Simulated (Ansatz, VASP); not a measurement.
**One calculation of MgO, two programs**

```
CELL_PARAMETERS angstrom
3.00775 0.00000 0.00000
1.50387 2.60479 0.00000
1.50387 0.86826 2.45581
ATOMIC_POSITIONS crystal
Mg 0.00000 0.00000 0.00000
O 0.50000 0.50000 0.50000
```

Alike in both runs: functional PBE; k mesh 9 × 9 × 9; no spin polarisation.

Ansatz relaxed the structure, and its values are those at the end. VASP's run is a single point on that final structure, the one shown.

|  | VASP | Ansatz |
| --- | --- | --- |
| version | VASP 6.6.1 | Ansatz 0.2.0 |
| potentials or method | VASP PAW PBE potentials, release 64 (Mg, O), cutoff 520 eV | plane waves, PAW |
| occupations | gaussian, width 0.01 eV | fixed |
| valence electrons in the cell | 8 | 16 |

VASP gave:

```
pressure (GPa) : -0.7
```

Task: What did Ansatz give for the same quantities?

Result: Pressure (GPa): 0.0.

VASP's potentials hold 8 valence electrons a cell and Ansatz's 16, so a difference there can come from the potentials and not from the codes.
